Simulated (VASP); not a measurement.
Write the native input for VASP 6.6.1 that does the following.

```yaml
Task: single point
Functional: PBE
Potentials_or_basis: VASP PAW PBE potentials, release 64 (Ta_pv, Si)
Cutoff: 520 eV
k_mesh: 4 × 4 × 4
Occupations: gaussian, width 0.1 eV
Spin: no spin polarisation
Dipole_correction: no
Further_INCAR_settings: ALGO = Normal; EDIFF = 1e-06; NBANDS = 26
```

The structure of TaSi6 lies in POSCAR:

```
TaSi6
1.0
    4.6464431300      0.0000000000      0.0000000000
    0.0000000000      4.6464431300      0.0000000000
    0.0000000000      0.0000000000      4.6464431300
Ta Si
1 6
Direct
    0.0000000000      0.0000000000      0.0000000000
    0.1975000100      0.5000000000      0.5000000000
    0.5000000000      0.1975000100      0.5000000000
    0.8024999900      0.5000000000      0.5000000000
    0.5000000000      0.8024999900      0.5000000000
    0.5000000000      0.5000000000      0.1975000100
    0.5000000000      0.5000000000      0.8024999900
```

The cell was generated, and may not be a known phase.

These files were run (other wordings do the same):

INCAR

```
SYSTEM = TaSi6
PREC = Accurate
ENCUT = 520
EDIFF = 1E-6
ISMEAR = 0
SIGMA = 0.1
LREAL = .False.
LASPH = .True.
NELM = 100
ALGO = Normal
ISIF = 2
LWAVE = .False.
LCHARG = .True.
GGA = PE
LELF = .True.
LVHAR = .True.
NBANDS = 26
```

KPOINTS

```
regular mesh
0
Gamma
  4 4 4
  0 0 0
```

Potentials or basis: VASP PAW PBE potentials, release 64 (Ta_pv, Si).

Run with:

```bash
$ cat potpaw_PBE.64/Ta_pv/POTCAR potpaw_PBE.64/Si/POTCAR > POTCAR
$ mpirun -np 1 vasp_std > vasp.out
```

Results of the run:

```json
{
 "Pressure": "103.3 GPa",
 "Largest force": "4.874 eV/Å",
 "Band gap on the k mesh": "zero (an odd number of electrons rules out a gap without spin polarisation)"
}
```

Caveat: the cell stands under pressure; spin-orbit coupling is left out, which moves the levels of the heavy elements; forces of over 1 eV/Å act on the atoms, so gaps and moduli don't describe the material at rest.

Run time: 18 s on 1 thread of AMD EPYC 9R45 96-Core Processor (Zen 5) (shared host), peak memory 0.17 GiB.
